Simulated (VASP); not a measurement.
# BN (Fm-3m) in VASP: further runs, part 2 of 2

VASP 6.6.1.

## 3. G0W0 quasiparticle levels, LDA

POSCAR reads:

```
BN
1.0
    0.0000000000      1.7458259350      1.7458259350
    1.7458259350      0.0000000000      1.7458259350
    1.7458259350      1.7458259350      0.0000000000
B N
1 1
Direct
    0.0000000000      0.0000000000      0.0000000000
    0.5000000000      0.5000000000      0.5000000000
```

INCAR.step1 reads:

```
SYSTEM = BN
ALGO = Normal
EDIFF = 1E-8
ENCUT = 500
GGA = CA
ISMEAR = 0
LASPH = .TRUE.
LCHARG = .FALSE.
LREAL = .FALSE.
LWAVE = .TRUE.
NELM = 80
PREC = Accurate
SIGMA = 0.01
```

INCAR.step2 reads:

```
SYSTEM = BN
ALGO = Exact
EDIFF = 1E-8
ENCUT = 500
GGA = CA
ISMEAR = 0
ISTART = 1
LASPH = .TRUE.
LCHARG = .FALSE.
LOPTICS = .TRUE.
LREAL = .FALSE.
LWAVE = .TRUE.
NBANDS = 64
NELM = 1
PREC = Accurate
SIGMA = 0.01
```

INCAR.step3 reads:

```
SYSTEM = BN
ALGO = EVGW0
EDIFF = 1E-8
ENCUT = 500
ENCUTGW = 80.0
GGA = CA
ISMEAR = 0
ISTART = 1
LASPH = .TRUE.
LCHARG = .FALSE.
LREAL = .FALSE.
LWAVE = .FALSE.
NBANDS = 64
NBANDSGW = 12
NELMGW = 1
NOMEGA = 48
PREC = Accurate
PRECFOCK = Fast
SIGMA = 0.01
```

KPOINTS reads:

```
k-points
0
G
  4 4 4
  0 0 0
```

Potentials or basis: VASP PAW LDA potentials, release 64 (B_GW, N_GW).

On the command line:

```
$ cat potpaw_LDA.64/B_GW/POTCAR potpaw_LDA.64/N_GW/POTCAR > POTCAR
$ cp INCAR.step1 INCAR
$ mpirun -np 1 vasp_std > vasp.out
$ cp INCAR.step2 INCAR
$ mpirun -np 1 vasp_std > vasp.out
$ cp INCAR.step3 INCAR
$ mpirun -np 1 vasp_std > vasp.out
```

OUTCAR:

```text
SYSTEM = BN
   EDIFF = 1E-8
   ENCUT = 500
   ENCUTGW = 80.0
   GGA = CA
   ISMEAR = 0
   ISTART = 1
   LASPH = .TRUE.
   LREAL = .FALSE.
   NELMGW = 1
   PREC = Accurate
   PRECFOCK = Fast

 ion  position               nearest neighbor table
   1  0.000  0.000  0.000-   2 1.75   2 1.75   2 1.75   2 1.75   2 1.75   2 1.75
   2  0.500  0.500  0.500-   1 1.75   1 1.75   1 1.75   1 1.75   1 1.75   1 1.75

  LATTYP: Found a face centered cubic cell.
 ALAT       =     3.4916518700

  Lattice vectors:

 A1 = (   0.0000000000,   1.7458259350,   1.7458259350)
 A2 = (   1.7458259350,   0.0000000000,   1.7458259350)
 A3 = (   1.7458259350,   1.7458259350,   0.0000000000)

Analysis of symmetry for initial positions (statically):
=====================================================================
[... 150 lines left out ...]
   NELMGW              =     1    number of iterations in solving QP/BSE equation
   NELMHF              =     1    number of iterations in the inner HF iteration
   NKREDLFX            =     1    NKREDLFY  =   1   NKREDLFZ  =   1
 non-spin polarized calculation
 Gauss-broadening in eV      SIGMA  =   0.01
  energy-cutoff  :      500.00
  volume of cell :       10.64
 maximum number of plane-waves:       290
 NGX is ok and might be reduce to    18
  NGX = 10; NGY = 10; NGZ = 10
   NGX =  9   NGY =  9   NGZ =  9
 maximum number of plane-waves:        22
 NGX is ok and might be reduce to    10

 QP shifts <psi_nk| G(iteration)W_0 |psi_nk>: iteration 1
 for sc-GW calculations column KS-energies equals QP-energies in previous step
 and V_xc(KS)=  KS-energies - (<T + V_ion + V_H > + <T+V_H+V_ion>^1  + <V_x>^1)

 k-point   1 :       0.0000    0.0000    0.0000
  band No.  KS-energies  QP-energies   sigma(KS)   V_xc(KS)     V^pw_x(r,r')   Z            occupation Imag(sigma)

      1     -11.7957     -13.0133     -16.9203     -15.3362     -26.3159       0.7686       2.0000       1.9255
      2       9.6782       9.8759     -17.5779     -17.8252     -21.1097       0.7997       2.0000       0.1455
      3       9.6782       9.8759     -17.5779     -17.8252     -21.1097       0.7997       2.0000       0.1455
      4       9.6782       9.8759     -17.5779     -17.8252     -21.1097       0.7997       2.0000       0.1455
      5      20.0478      20.8171     -15.9118     -16.8972      -9.3334       0.7806       0.0000      -0.2591
      6      22.4150      23.8792     -13.3246     -15.2438      -5.6626       0.7629       0.0000      -0.4020
      7      22.4150      23.8792     -13.3246     -15.2438      -5.6626       0.7629       0.0000      -0.4020
      8      22.4150      23.8792     -13.3246     -15.2438      -5.6626       0.7629       0.0000      -0.4020
      9      29.0988      29.8652     -12.1834     -13.1051      -5.8856       0.8315       0.0000      -0.3486
     10      29.0988      29.8652     -12.1834     -13.1051      -5.8856       0.8315       0.0000      -0.3486
     11      29.0988      29.8652     -12.1834     -13.1051      -5.8856       0.8315       0.0000      -0.3486
     12      34.5013      35.1198     -10.5996     -11.3653      -2.9796       0.8077       0.0000      -0.5540
[... 100 lines left out ...]
      1      -3.4665      -4.3658     -18.6006     -17.4340     -26.4505       0.7709       2.0000       0.9266
      2       1.0029       0.6681     -15.6902     -15.2540     -20.8935       0.7677       2.0000       0.3922
      3       1.0029       0.6681     -15.6902     -15.2540     -20.8935       0.7677       2.0000       0.3922
      4       3.6321       3.2412     -15.9342     -15.4345     -20.1976       0.7822       2.0000       0.2509
      5      17.7449      18.8945     -15.3448     -16.7986      -9.9581       0.7907       0.0000      -0.1760
      6      18.2477      19.4225     -13.1412     -14.6288      -6.7791       0.7897       0.0000      -0.1971
      7      24.8327      26.5640     -15.1642     -17.4120      -7.9105       0.7702       0.0000      -0.3836
      8      24.8327      26.5640     -15.1642     -17.4120      -7.9105       0.7702       0.0000      -0.3836
      9      30.1489      31.1136     -11.9424     -13.1433      -4.2904       0.8034       0.0000      -0.7179
     10      30.1489      31.1136     -11.9424     -13.1433      -4.2904       0.8034       0.0000      -0.7179
     11      50.1368      51.9621     -13.0121     -15.0454      -4.8236       0.8977       0.0000      -2.5954
     12      50.9107      52.4920     -11.7681     -13.6374      -3.2200       0.8459       0.0000      -2.1044
```

Wall time 27 s (1 thread of Intel Xeon 8259CL, shared host); peak memory 0.13 GiB.

Results:

* Band gap on the k mesh, mean-field level: 1.96 eV, indirect (least direct gap 5.62 eV)
* Quasiparticle gap: 2.21 eV
* Least direct quasiparticle gap: 6.53 eV

Levels at points of the mesh, in eV from the valence-band top:
```
           k point  band 1  band 2  band 3  band 4  band 5  band 6  band 7  band 8
(0.00, 0.00, 0.00)  -21.75   -0.28   -0.28   -0.28   10.09   12.46   12.46   12.46
(0.50, 0.00, 0.00)  -16.51  -11.97    0.00    0.00    5.62    5.62    7.89   14.32
(0.50, 0.50, 0.00)  -13.59  -11.36   -5.06   -5.06    1.96    9.29   15.04   15.04
```

Caveat: the k points lie up to 0.78 Å⁻¹ apart; bands, screening cutoff and mesh are small and nothing is extrapolated, so the quasiparticle values aren't converged. A k mesh can miss the band edges.

## 4. G0W0 quasiparticle levels, PBE

POSCAR is that of step 3.

INCAR.step1 reads:

```
ALGO = Normal
EDIFF = 1E-8
ENCUT = 500
GGA = PE
ISMEAR = 0
LASPH = T
LCHARG = F
LREAL = F
LWAVE = T
NELM = 80
PREC = Accurate
SIGMA = 0.01
```

INCAR.step2 reads:

```
ALGO = Exact
EDIFF = 1E-8
ENCUT = 500
GGA = PE
ISMEAR = 0
ISTART = 1
LASPH = T
LCHARG = F
LOPTICS = T
LREAL = F
LWAVE = T
NBANDS = 64
NELM = 1
PREC = Accurate
SIGMA = 0.01
```

INCAR.step3 reads:

```
ALGO = EVGW0
EDIFF = 1E-8
ENCUT = 500
ENCUTGW = 80.0
GGA = PE
ISMEAR = 0
ISTART = 1
LASPH = T
LCHARG = F
LREAL = F
LWAVE = F
NBANDS = 64
NBANDSGW = 12
NELMGW = 1
NOMEGA = 48
PREC = Accurate
PRECFOCK = Fast
SIGMA = 0.01
```

KPOINTS reads:

```
k-points
0
Gamma
  4 4 4
```

Potentials or basis: VASP PAW PBE potentials, release 64 (B_GW, N_GW).

On the command line:

```
$ cat potpaw_PBE.64/B_GW/POTCAR potpaw_PBE.64/N_GW/POTCAR > POTCAR
$ cp INCAR.step1 INCAR
$ mpirun -np 1 vasp_std > vasp.out
$ cp INCAR.step2 INCAR
$ mpirun -np 1 vasp_std > vasp.out
$ cp INCAR.step3 INCAR
$ mpirun -np 1 vasp_std > vasp.out
```

OUTCAR:

```text
EDIFF = 1E-8
   ENCUT = 500
   ENCUTGW = 80.0
   GGA = PE
   ISMEAR = 0
   ISTART = 1
   LASPH = T
   LREAL = F
   NELMGW = 1
   PREC = Accurate
   PRECFOCK = Fast

 ion  position               nearest neighbor table
   1  0.000  0.000  0.000-   2 1.75   2 1.75   2 1.75   2 1.75   2 1.75   2 1.75
   2  0.500  0.500  0.500-   1 1.75   1 1.75   1 1.75   1 1.75   1 1.75   1 1.75

  LATTYP: Found a face centered cubic cell.
 ALAT       =     3.4916518700

  Lattice vectors:

 A1 = (   0.0000000000,   1.7458259350,   1.7458259350)
 A2 = (   1.7458259350,   0.0000000000,   1.7458259350)
 A3 = (   1.7458259350,   1.7458259350,   0.0000000000)

Analysis of symmetry for initial positions (statically):
=====================================================================
 Subroutine PRICEL returns:
 Original cell was already a primitive cell.

 Routine SETGRP: Setting up the symmetry group for a
 face centered cubic supercell.

 Subroutine GETGRP returns: Found 48 space group operations
 (whereof 48 operations were pure point group operations)
 out of a pool of 48 trial point group operations.

The static configuration has the point symmetry O_h .

Analysis of symmetry for dynamics (positions and initial velocities):
=====================================================================
 Subroutine PRICEL returns:
 Original cell was already a primitive cell.

 Routine SETGRP: Setting up the symmetry group for a
 face centered cubic supercell.
[... 104 lines left out ...]
   EFERMI_NEDOS =   21; number of points for ismear=-14 and -15
   IALGO  =     38    algorithm
   IMIX   =      4    mixing-type and parameters
     AMIX     =   0.40;   BMIX     =  1.00
     AMIX_MAG =   1.60;   BMIX_MAG =  1.00
  volume/ion in A,a.u.               =       5.32        35.91
  Fermi-wavevector in a.u.,A,eV,Ry     =   1.488540  2.812933 30.147133  2.215752
  Thomas-Fermi vector in A             =   2.601562
   LORBIT       =      0    0 simple, 1 ext, 2 COOP (PROOUT), +10 PAW based schemes
   GGA     = PE    functional components
   LHFCALC =     T    Hartree Fock is set to
   PRECFOCK=fast      Normal, Fast or Accurate (Low or Medium for compatibility)
   ENCUT4O =  -1.0   cutoff for four orbital integrals eV
   NKREDX  =     1    reduce k-point grid by
   NKREDY  =     1    reduce k-point grid by
   NKREDZ  =     1    reduce k-point grid by
   AEXX    =    1.0000 exact exchange contribution
   HFSCREEN=    0.0000 screening length (either q_TF or 0.3 A-1)
   HFSCREENC=   0.0000 screening length for correlation (either q_TF or 0.3 A-1)
   ENCUTFOCK=  -1.0 apply spherical cutoff to Coloumb kernel
   IVDW    =     0    specifies the selected vdW correction
   LEPSILON=     F    determine dielectric tensor
   LRPA    =     F    only Hartree local field effects (RPA)
   LRPAFORCE           =     F    calculate RPA forces
   ENCUTGW             =  80.0    cutoff for response function in eV
   ENCUTGWSOFT         =  64.0    soft cutoff for Coulomb kernel in GW response function in eV
   ENCUTLF             =  -1.0    cutoff for local field effects
   NELMGW              =     1    number of iterations in solving QP/BSE equation
   NELMHF              =     1    number of iterations in the inner HF iteration
   NKREDLFX            =     1    NKREDLFY  =   1   NKREDLFZ  =   1
 non-spin polarized calculation
 Gauss-broadening in eV      SIGMA  =   0.01
  energy-cutoff  :      500.00
  volume of cell :       10.64
 maximum number of plane-waves:       290
 NGX is ok and might be reduce to    18
  NGX = 10; NGY = 10; NGZ = 10
   NGX =  9   NGY =  9   NGZ =  9
 maximum number of plane-waves:        22
 NGX is ok and might be reduce to    10

 QP shifts <psi_nk| G(iteration)W_0 |psi_nk>: iteration 1
 for sc-GW calculations column KS-energies equals QP-energies in previous step
 and V_xc(KS)=  KS-energies - (<T + V_ion + V_H > + <T+V_H+V_ion>^1  + <V_x>^1)

 k-point   1 :       0.0000    0.0000    0.0000
  band No.  KS-energies  QP-energies   sigma(KS)   V_xc(KS)     V^pw_x(r,r')   Z            occupation Imag(sigma)

      1     -12.0042     -13.2472     -16.9837     -15.3502     -26.4164       0.7610       2.0000       1.9215
      2       9.6514       9.6735     -17.6143     -17.6420     -21.1543       0.7984       2.0000       0.1509
      3       9.6514       9.6735     -17.6143     -17.6420     -21.1543       0.7984       2.0000       0.1509
      4       9.6514       9.6735     -17.6143     -17.6420     -21.1543       0.7984       2.0000       0.1509
      5      19.7387      20.5954     -15.8726     -16.9702      -9.3787       0.7805       0.0000      -0.2312
      6      22.5566      23.7018     -13.3018     -14.7996      -5.6215       0.7646       0.0000      -0.3993
      7      22.5566      23.7018     -13.3018     -14.7996      -5.6215       0.7646       0.0000      -0.3993
      8      22.5566      23.7018     -13.3018     -14.7996      -5.6215       0.7646       0.0000      -0.3993
      9      29.0732      29.6677     -12.1837     -12.8976      -5.8828       0.8327       0.0000      -0.3428
     10      29.0732      29.6677     -12.1837     -12.8976      -5.8828       0.8327       0.0000      -0.3428
     11      29.0732      29.6677     -12.1837     -12.8976      -5.8828       0.8327       0.0000      -0.3428
     12      34.6869      34.9249     -10.5868     -10.8823      -2.9573       0.8054       0.0000      -0.5505
[... 100 lines left out ...]
      1      -3.7816      -4.6159     -18.6902     -17.6052     -26.6068       0.7689       2.0000       0.9423
      2       0.9920       0.4441     -15.7305     -15.0197     -20.9072       0.7709       2.0000       0.3864
      3       0.9920       0.4441     -15.7305     -15.0197     -20.9072       0.7709       2.0000       0.3864
      4       3.5226       3.0076     -15.9279     -15.2706     -20.1867       0.7836       2.0000       0.2524
      5      17.6664      18.6991     -15.3562     -16.6558     -10.0108       0.7946       0.0000      -0.1732
      6      18.2773      19.2169     -13.1112     -14.2934      -6.7515       0.7947       0.0000      -0.1979
      7      24.9517      26.4104     -15.1362     -17.0250      -7.8965       0.7723       0.0000      -0.3776
      8      24.9517      26.4104     -15.1362     -17.0250      -7.8965       0.7723       0.0000      -0.3776
      9      30.2690      30.9412     -11.9499     -12.7861      -4.2790       0.8040       0.0000      -0.7207
     10      30.2690      30.9412     -11.9499     -12.7861      -4.2790       0.8040       0.0000      -0.7207
     11      50.0216      51.7876     -13.0068     -14.9904      -4.8522       0.8902       0.0000      -2.5600
     12      51.0489      52.3025     -11.7495     -13.2375      -3.2049       0.8425       0.0000      -2.0821
```

OUTCAR.step1:

```text
EDIFF = 1E-8
   ENCUT = 500
   GGA = PE
   ISMEAR = 0
   LASPH = T
[... 290 lines left out ...]
 -----------------------------------------------------------------------------------
      0.00000      0.00000      0.00000         0.000000      0.000000     -0.000000
      1.74583      1.74583      1.74583        -0.000000     -0.000000      0.000000
 -----------------------------------------------------------------------------------
    total drift:                               -0.000000     -0.000000     -0.000000

  FREE ENERGIE OF THE ION-ELECTRON SYSTEM (eV)
  ---------------------------------------------------
  free  energy   TOTEN  =       -13.7425185207 eV

  energy  without entropy=      -13.7425185207  energy(sigma->0) =      -13.74251852
```

OUTCAR.step2:

```text
EDIFF = 1E-8
   ENCUT = 500
   GGA = PE
   ISMEAR = 0
[... 689 lines left out ...]
  --------------------------------------------------------------------------------------------------------------
     0.00000    12.60890    12.60890    12.60890     0.00000     0.00000     0.00000
     2.30406    13.90316    13.90316    13.90316     0.00000     0.00000     0.00000
     4.60812    21.72263    21.72263    21.72263     0.00000     0.00000     0.00000
     6.91218    28.41152    28.41152    28.41152    -0.00000     0.00000     0.00000
     9.21624    -5.07381    -5.07381    -5.07381    -0.00000    -0.00000    -0.00000
    11.52030    -4.44729    -4.44729    -4.44729    -0.00000    -0.00000    -0.00000
[... 92 lines left out ...]
   225.79781     0.97666     0.97666     0.97666    -0.00000    -0.00000    -0.00000
   228.10187     0.97716     0.97716     0.97716    -0.00000    -0.00000    -0.00000
```

Wall time 10 s (1 thread of AMD EPYC 9R45 (Zen 5), shared host); peak memory 0.1 GiB.

Results:

```
Band gap on the k mesh, mean-field level : 1.80 eV, indirect (least direct gap 5.75 eV)
Quasiparticle gap                        : 2.16 eV
Least direct quasiparticle gap           : 6.49 eV
```

Caveat: the k points lie up to 0.78 Å⁻¹ apart; bands, screening cutoff and mesh are small and nothing is extrapolated, so the quasiparticle values aren't converged. A k mesh can miss the band edges.
